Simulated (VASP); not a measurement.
Write the native input for VASP 6.6.1 that does the following.

```yaml
Task: single point
Functional: PBEsol
Potentials_or_basis: VASP PAW PBE potentials, release 64 (Ge_d, Fe)
Cutoff: 520 eV
k_mesh: 8 × 8 × 8
Occupations: fermi-dirac, width 0.05 eV
Spin: collinear spin, ferromagnetic start
Starting_moments: "[0.0, 3.0, 3.0, 3.0] μB"
Dipole_correction: no
Further_INCAR_settings: ALGO = Normal; EDIFF = 1e-06; NBANDS = 31
```

The structure of Fe3Ge lies in POSCAR:

```
Fe3Ge
1.0
    0.0000000000      2.8755854299      2.8755854299
    2.8755854299      0.0000000000      2.8755854299
    2.8755854299      2.8755854299      0.0000000000
Ge Fe
1 3
Direct
    0.0000000000      0.0000000000      0.0000000000
    0.7500000000      0.7500000000      0.7500000000
    0.2500000000      0.2500000000      0.2500000000
    0.5000000000      0.5000000000      0.5000000000
```

The input as run:

INCAR

```
ALGO     = Normal         # electronic algorithm
EDIFF    = 1E-6           # SCF threshold, eV
ENCUT    = 520            # plane-wave cutoff, eV
GGA      = PS             # functional
ISIF     = 2              # what is computed and relaxed
ISMEAR   = -1             # smearing method
ISPIN    = 2              # spin polarisation
LASPH    = T              # aspherical terms in the spheres
LCHARG   = F              # write CHGCAR
LMAXMIX  = 4              # l up to which the mixer works
LORBIT   = 11             # projections on sites
LREAL    = F              # projectors in reciprocal space
LWAVE    = F              # write WAVECAR
MAGMOM   = 0 3 3 3        # initial moments
NBANDS   = 31             # bands
NELM     = 150            # most SCF steps
PREC     = Accurate       # precision mode
SIGMA    = 0.05           # smearing width, eV
```

KPOINTS

```
k-points
0
Gamma
  8 8 8
```

Potentials or basis: VASP PAW PBE potentials, release 64 (Ge_d, Fe).

Run with:

```console
$ cat potpaw_PBE.64/Ge_d/POTCAR potpaw_PBE.64/Fe/POTCAR > POTCAR
$ mpirun -np 1 vasp_std > vasp.out
```

Results of the run:

The pressure is -10.5 GPa and the net moment is 5.67 μB per cell. The site moments are Ge -0.07; Fe +1.60, +2.54 (each value once) μB. The valence electrons inside the program's atomic spheres are Ge 12.48; Fe 7.33, 7.19 (each value once).

Caveat: the cell stands under tension; the PAW data sets were made with another functional, which shifts forces and pressure a little.

Wall time 78 s on 1 thread of Intel(R) Xeon(R) Platinum 8488C (Sapphire Rapids) (shared host), peak memory 0.22 GiB.
